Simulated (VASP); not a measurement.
# BN (P6_3/mmc) in VASP: further runs

BN is run at these levels: r2SCAN; tasks: single point.

Everything below comes from runs of VASP 6.6.1. Logs are shortened: lines on timing, memory, paths and dates and some standing lists are left out, and cuts for length are marked.

## 1. The cell of the first run

It takes space group P6_3/mmc (No. 194, hexagonal). The conventional cell has a = 2.501 Å, b = 2.501 Å, c = 6.943 Å, α = 90.00°, β = 90.00°, γ = 120.00°. B (site symmetry -6m2) has 3 N at 1.44 Å within 1.9 Å. N (site symmetry -6m2) has 3 B at 1.44 Å within 1.9 Å.

## 2. Single point, r2SCAN (strain +0.0100 x Voigt [0, 0, 1, 0, 0, 0])

Contents of POSCAR:

```
BN
1.0
    2.5009753125      0.0000000000      0.0000000000
   -1.2504876563      2.1659081548      0.0000000000
    0.0000000000      0.0000000000      6.9429032821
B N
2 2
Direct
    0.3333333333      0.6666666667      0.2500000000
    0.6666666667      0.3333333333      0.7500000000
    0.3333333333      0.6666666667      0.7500000000
    0.6666666667      0.3333333333      0.2500000000
```

Contents of INCAR.step1:

```
SYSTEM = BN
PREC = Accurate ; ENCUT = 520
ISMEAR = 0 ; SIGMA = 0.05
LREAL = .False. ; LASPH = .True.
NELM = 80 ; NBANDS = 16
GGA = PE ; ALGO = Normal
EDIFF = 1E-4 ; LWAVE = .True.
LCHARG = .False.
```

Contents of INCAR.step2:

```
SYSTEM = BN
PREC = Accurate ; ENCUT = 520
EDIFF = 1E-6 ; ISMEAR = 0
SIGMA = 0.05 ; LREAL = .False.
LASPH = .True. ; NELM = 80
ALGO = Normal ; ISIF = 2
LWAVE = .False. ; LCHARG = .True.
METAGGA = R2SCAN ; LMIXTAU = .True.
LELF = .True. ; LVHAR = .True.
NBANDS = 16 ; ISTART = 1
```

Contents of KPOINTS:

```
Automatic mesh
0
Gamma
  12 12 4
  0 0 0
```

Potentials or basis: VASP PAW PBE potentials, release 64 (B, N).

The run is started by

```console
$ cat potpaw_PBE.64/B/POTCAR potpaw_PBE.64/N/POTCAR > POTCAR
$ cp INCAR.step1 INCAR
$ mpirun -np 1 vasp_std > vasp.out
$ cp INCAR.step2 INCAR
$ mpirun -np 1 vasp_std > vasp.out
```

OUTCAR:

```text
SYSTEM = BN
   PREC = Accurate
   ENCUT = 520
   EDIFF = 1E-6
   ISMEAR = 0
   LREAL = .False.
   LASPH = .True.
   NELM = 80
   ISIF = 2
   METAGGA = R2SCAN
   ISTART = 1

 ion  position               nearest neighbor table
   1  0.333  0.667  0.250-   4 1.44   4 1.44   4 1.44
   2  0.667  0.333  0.750-   3 1.44   3 1.44   3 1.44
   3  0.333  0.667  0.750-   2 1.44   2 1.44   2 1.44
   4  0.667  0.333  0.250-   1 1.44   1 1.44   1 1.44

  LATTYP: Found a hexagonal cell.
 ALAT       =     2.5009753125
 C/A-ratio  =     2.7760782953

  Lattice vectors:

 A1 = (   2.5009753125,   0.0000000000,   0.0000000000)
 A2 = (  -1.2504876563,   2.1659081548,   0.0000000000)
 A3 = (   0.0000000000,   0.0000000000,   6.9429032821)

Analysis of symmetry for initial positions (statically):
=====================================================================
 Subroutine PRICEL returns:
 Original cell was already a primitive cell.

 Routine SETGRP: Setting up the symmetry group for a
 hexagonal supercell.

 Subroutine GETGRP returns: Found 24 space group operations
 (whereof 12 operations were pure point group operations)
 out of a pool of 24 trial point group operations.

The static configuration has the point symmetry D_3d.
 The point group associated with its full space group is D_6h.

Analysis of symmetry for dynamics (positions and initial velocities):
=====================================================================
 Subroutine PRICEL returns:
 Original cell was already a primitive cell.

 Routine SETGRP: Setting up the symmetry group for a
 hexagonal supercell.

 Subroutine GETGRP returns: Found 24 space group operations
 (whereof 12 operations were pure point group operations)
 out of a pool of 24 trial point group operations.

The dynamic configuration has the point symmetry D_3d.
 The point group associated with its full space group is D_6h.

 Subroutine INISYM returns: Found 24 space group operations
 (whereof 12 operations are pure point group operations),
 and found     1 'primitive' translations

----------------------------------------------------------------------------------------

                                     Primitive cell

  volume of cell :      37.6089

  direct lattice vectors                    reciprocal lattice vectors
     2.500975313  0.000000000  0.000000000     0.399844011  0.230850047  0.000000000
    -1.250487656  2.165908155  0.000000000     0.000000000  0.461700095  0.000000000
     0.000000000  0.000000000  6.942903282     0.000000000  0.000000000  0.144031965

  length of vectors
     2.500975313  2.500975312  6.942903282     0.461700095  0.461700095  0.144031965

  position of ions in fractional coordinates (direct lattice)
     0.333333333  0.666666667  0.250000000
     0.666666667  0.333333333  0.750000000
     0.333333333  0.666666667  0.750000000
     0.666666667  0.333333333  0.250000000

  ion indices of the primitive-cell ions
   primitive index   ion index
                 1           1
                 2           2
                 3           3
                 4           4

----------------------------------------------------------------------------------------

 KPOINTS: Automatic mesh

Automatic generation of k-mesh.
 Grid dimensions read from file:
 generate k-points for:   12   12    4

 Generating k-lattice:

  Cartesian coordinates                     Fractional coordinates (reciprocal lattice)
     0.033320334  0.019237504  0.000000000     0.083333333  0.000000000  0.000000000
     0.000000000  0.038475008  0.000000000     0.000000000  0.083333333  0.000000000
     0.000000000  0.000000000  0.036007991     0.000000000  0.000000000  0.250000000

  Length of vectors
     0.038475008  0.038475008  0.036007991

  Shift w.r.t. Gamma in fractional coordinates (k-lattice)
     0.000000000  0.000000000  0.000000000

 Subroutine IBZKPT returns following result:
 ===========================================

 Found     57 irreducible k-points:

 Following reciprocal coordinates:
            Coordinates               Weight
  0.000000  0.000000  0.000000      1.000000
  0.083333  0.000000  0.000000      6.000000
  0.166667  0.000000  0.000000      6.000000
  0.250000  0.000000  0.000000      6.000000
  0.333333  0.000000  0.000000      6.000000
  0.416667  0.000000  0.000000      6.000000
[... 16 lines left out ...]
  0.250000  0.000000  0.250000     12.000000
  0.333333  0.000000  0.250000     12.000000
 [... further k-points ...]
   k-points           NKPTS =     57   k-points in BZ     NKDIM =     57   number of bands    NBANDS=     16
   number of dos      NEDOS =    301   number of ions     NIONS =      4
   total plane-waves  NPLWV =  21600
   dimension x,y,z NGX =    20 NGY =   20 NGZ =   54
   dimension x,y,z NGXF=    40 NGYF=   40 NGZF=  108
   ions per type =               2   2
   NGX,Y,Z   is equivalent  to a cutoff of  13.29, 13.29, 12.93 a.u.
   NGXF,Y,Z  is equivalent  to a cutoff of  26.59, 26.59, 25.86 a.u.
 SYSTEM =  BN
   PREC   = accura    normal or accurate (medium, high low for compatibility)
   ISTART =      1    job   : 0-new  1-cont  2-samecut
   ICHARG =      0    charge: 1-file 2-atom 10-const
   ISPIN  =      1    spin polarized calculation?
   LNONCOLLINEAR =      F non collinear calculations
   LSORBIT =      F    spin-orbit coupling
   LASPH  =      T    aspherical Exc in radial PAW
   ENCUT  =  520.0 eV  38.22 Ry    6.18 a.u.   4.65  4.65 12.91*2*pi/ulx,y,z
   NELM   =     80;   NELMIN=  2; NELMDL=  0     # of ELM steps
   EDIFF  = 0.1E-05   stopping-criterion for ELM
   LREAL  =      F    real-space projection
   EDIFFG = 0.1E-04   stopping-criterion for IOM
   NSW    =      0    number of steps for IOM
   IBRION =     -1    ionic relax: 0-MD 1-quasi-New 2-CG
   NFREE  =      0    steps in history (QN), initial steepest desc. (CG)
   ISIF   =      2    stress and relaxation
   ISYM   =      2    0-nonsym 1-usesym 2-fastsym
   POTIM  = 0.5000    time-step for ionic-motion
   TEBEG  =    0.0;   TEEND  =   0.0 temperature during run
   PSTRESS=    0.0 pullay stress
   NELECT =      16.0000    total number of electrons
   NUPDOWN=      -1.0000    fix difference up-down
   EMIN   =  10.00;   EMAX   =-10.00  energy-range for DOS
   EFERMI =   0.00;   METHOD = LEGACY
   ISMEAR =     0;   SIGMA  =   0.05  broadening in eV -4-tet -1-fermi 0-gaus
   EFERMI_NEDOS =   21; number of points for ismear=-14 and -15
   IALGO  =     38    algorithm
   IMIX   =      4    mixing-type and parameters
     AMIX     =   0.40;   BMIX     =  1.00
     AMIX_MAG =   1.60;   BMIX_MAG =  1.00
  volume/ion in A,a.u.               =       9.40        63.45
  Fermi-wavevector in a.u.,A,eV,Ry     =   1.231264  2.326752 20.626594  1.516012
  Thomas-Fermi vector in A             =   2.366081
   LORBIT       =      0    0 simple, 1 ext, 2 COOP (PROOUT), +10 PAW based schemes
   METAGGA = R2SCAN    functional components
   LHFCALC =     F    Hartree Fock is set to
   AEXX    =    0.0000 exact exchange contribution
   IVDW    =     0    specifies the selected vdW correction
   LEPSILON=     F    determine dielectric tensor
   LRPA    =     F    only Hartree local field effects (RPA)
 non-spin polarized calculation
 Gauss-broadening in eV      SIGMA  =   0.05
  energy-cutoff  :      520.00
  volume of cell :       37.61
 maximum number of plane-waves:      1046
 NGX is ok and might be reduce to    20
   NGX =  9   NGY =  9   NGZ = 25

 number of electron      15.9999999 magnetization

 Free energy of the ion-electron system (eV)
  ---------------------------------------------------
  ext. energy  EPLUGINS =         0.00000000
  ---------------------------------------------------
  free energy    TOTEN  =       -38.59596870 eV

  energy without entropy =      -38.59596870  energy(sigma->0) =      -38.59596870

 E-fermi :   1.9191     XC(G=0): -10.4443

 val. band max:        1.6763490559   @ k =   0.3333   0.3333   0.5000
 cond. band min:       6.6173852594   @ k =   0.5000   0.0000   0.0000
 fundamental gap:      4.9410362035
 Fermi energy:         1.9191395685

 k-point     1 :       0.0000    0.0000    0.0000
  band No.  band energies     occupation
      1     -17.1010      2.00000
      2     -16.8963      2.00000
      3      -4.5358      2.00000
      4      -2.7794      2.00000
      5       0.3264      2.00000
      6       0.3264      2.00000
[... 8 lines left out ...]
     15      14.5066      0.00000
     16      15.9635      0.00000

 k-point     2 :       0.0833    0.0000    0.0000
  band No.  band energies     occupation
      1     -16.9596      2.00000
      2     -16.7582      2.00000
      3      -4.3418      2.00000
      4      -2.6016      2.00000
      5      -0.2612      2.00000
      6      -0.2423      2.00000
[... 8 lines left out ...]
     15      15.0278      0.00000
     16      15.4223      0.00000

 k-point     3 :       0.1667    0.0000    0.0000
  band No.  band energies     occupation
      1     -16.5435      2.00000
      2     -16.3522      2.00000
      3      -3.7675      2.00000
      4      -2.0791      2.00000
      5      -1.7499      2.00000
      6      -1.7269      2.00000
[... 8 lines left out ...]
     15      16.3537      0.00000
     16      16.4412      0.00000

 k-point     4 :       0.2500    0.0000    0.0000
  band No.  band energies     occupation
      1     -15.8822      2.00000
      2     -15.7086      2.00000
      3      -3.6361      2.00000
      4      -3.5979      2.00000
      5      -2.8406      2.00000
      6      -1.3736      2.00000
[... 8 lines left out ...]
     15      17.5944      0.00000
     16      18.7675      0.00000
[... 324 lines left out ...]
 k-point    22 :       0.1667    0.0000    0.2500
  band No.  band energies     occupation
      1     -16.5164      2.00000
      2     -16.3812      2.00000
      3      -3.5599      2.00000
      4      -2.3868      2.00000
      5      -1.7415      2.00000
      6      -1.7169      2.00000
[... 8 lines left out ...]
     15      16.3659      0.00000
     16      16.4279      0.00000

 k-point    23 :       0.2500    0.0000    0.2500
  band No.  band energies     occupation
      1     -15.8575      2.00000
      2     -15.7348      2.00000
      3      -3.6377      2.00000
      4      -3.6078      2.00000
      5      -2.6312      2.00000
      6      -1.5196      2.00000
[... 8 lines left out ...]
     15      18.7803      0.00000
     16      18.8451      0.00000

 k-point    24 :       0.3333    0.0000    0.2500
  band No.  band energies     occupation
      1     -15.0282      2.00000
      2     -14.9257      2.00000
      3      -5.5016      2.00000
      4      -5.4636      2.00000
      5      -2.0259      2.00000
      6      -1.9965      2.00000
[... 8 lines left out ...]
     15      19.2849      0.00000
     16      21.3010      0.00000

 [... further k-points ...]
[... 5 lines left out ...]
  --------------------------------------------------------------------------------------
  -------------------------------------------------------------------------------------
  Total        0.1548008      0.1548008     -0.1026285     -0.0000000     -0.0000000      0.0000000
  in kB        6.5946726      6.5946726     -4.3720810     -0.0000000     -0.0000000      0.0000000
  external PRESSURE =       2.9390881 kB  Pullay stress =       0.0000000 kB

 VOLUME and BASIS-vectors are now :
 -----------------------------------------------------------------------------
  energy-cutoff  :      520.00
  volume of cell :       37.61
      direct lattice vectors                 reciprocal lattice vectors
     2.500975313  0.000000000  0.000000000     0.399844011  0.230850047  0.000000000
    -1.250487656  2.165908155  0.000000000     0.000000000  0.461700095  0.000000000
     0.000000000  0.000000000  6.942903282     0.000000000  0.000000000  0.144031965

 POSITION                                       TOTAL-FORCE (eV/Angst)
 -----------------------------------------------------------------------------------
     -0.00000      1.44394      1.73573        -0.000000      0.000000      0.000000
      1.25049      0.72197      5.20718        -0.000000     -0.000000      0.000000
     -0.00000      1.44394      5.20718         0.000000     -0.000000      0.000000
      1.25049      0.72197      1.73573        -0.000000      0.000000     -0.000000
 -----------------------------------------------------------------------------------
    total drift:                               -0.000000      0.000000      0.000000

  FREE ENERGIE OF THE ION-ELECTRON SYSTEM (eV)
  ---------------------------------------------------
  free  energy   TOTEN  =       -38.5959686955 eV

  energy  without entropy=      -38.5959686955  energy(sigma->0) =      -38.59596870
```

Wall time 3 min (1 thread of AMD EPYC 7R43 (Zen 3), shared host); peak memory 0.13 GiB.

Results:

```yaml
Free_energy: -38.5960 eV
Pressure: 0.3 GPa
Band_gap_on_the_k_mesh: 4.94 eV, indirect (least direct gap 5.38 eV)
```

Caveat: the cell differs from its parent crystal (strain +0.0100 x Voigt [0, 0, 1, 0, 0, 0]); the PAW data sets were made with another functional, which shifts forces and pressure a little.

## 3. Single point, r2SCAN (strain +0.0200 x Voigt [0, 0, 1, 0, 0, 0])

Edit POSCAR of step 2 so:

```diff
@@ -4,3 +4,3 @@
    -1.2504876563      2.1659081548      0.0000000000
-    0.0000000000      0.0000000000      6.9429032821
+    0.0000000000      0.0000000000      7.0116448987
 B N
```

Contents of INCAR.step1:

```
SYSTEM = BN
PREC = Accurate
ENCUT = 520
ISMEAR = 0
SIGMA = 0.05
LREAL = .False.
LASPH = .True.
NELM = 80
NBANDS = 16
GGA = PE
ALGO = Normal
EDIFF = 1E-4
LWAVE = .True.
LCHARG = .False.
```

Contents of INCAR.step2:

```
SYSTEM = BN
PREC = Accurate
ENCUT = 520
EDIFF = 1E-6
ISMEAR = 0
SIGMA = 0.05
LREAL = .False.
LASPH = .True.
NELM = 80
ALGO = Normal
ISIF = 2
LWAVE = .False.
LCHARG = .False.
METAGGA = R2SCAN
LMIXTAU = .True.
NBANDS = 16
ISTART = 1
```

Contents of KPOINTS:

```
regular mesh
0
Gamma
  12 12 4
  0 0 0
```

Potentials or basis: VASP PAW PBE potentials, release 64 (B, N).

The run is started by

```console
$ cat potpaw_PBE.64/B/POTCAR potpaw_PBE.64/N/POTCAR > POTCAR
$ cp INCAR.step1 INCAR
$ mpirun -np 1 vasp_std > vasp.out
$ cp INCAR.step2 INCAR
$ mpirun -np 1 vasp_std > vasp.out
```

Wall time 3.2 min (1 thread of AMD EPYC 7R43 (Zen 3), shared host); peak memory 0.14 GiB.

The run converged. Its results:

- Free energy: -38.5954 eV
- Pressure: 0.2 GPa
- Band gap on the k mesh: 4.96 eV, indirect (least direct gap 5.38 eV)

Stress tensor (GPa, compression positive):
```
 0.65  0.00  0.00
 0.00  0.65  0.00
 0.00  0.00 -0.60
```

Levels at points of the mesh, in eV from the valence-band top:
| k point | band 5 | band 6 | band 7 | band 8 | band 9 | band 10 | band 11 | band 12 |
| --- | --- | --- | --- | --- | --- | --- | --- | --- |
| (0.00, 0.00, 0.00) | -1.35 | -1.35 | -1.33 | -1.33 | 5.28 | 10.33 | 12.35 | 12.35 |
| (0.50, 0.00, 0.00) | -4.29 | -4.25 | -1.30 | -0.55 | 4.96 | 6.12 | 10.20 | 10.74 |
| (0.00, 0.00, 0.50) | -1.34 | -1.34 | -1.34 | -1.34 | 7.46 | 7.46 | 12.39 | 12.39 |
| (0.50, 0.00, 0.50) | -4.27 | -4.27 | -0.92 | -0.92 | 5.37 | 5.37 | 10.63 | 10.63 |

Caveat: the cell differs from its parent crystal (strain +0.0200 x Voigt [0, 0, 1, 0, 0, 0]); the PAW data sets were made with another functional, which shifts forces and pressure a little. A k mesh can miss the band edges.
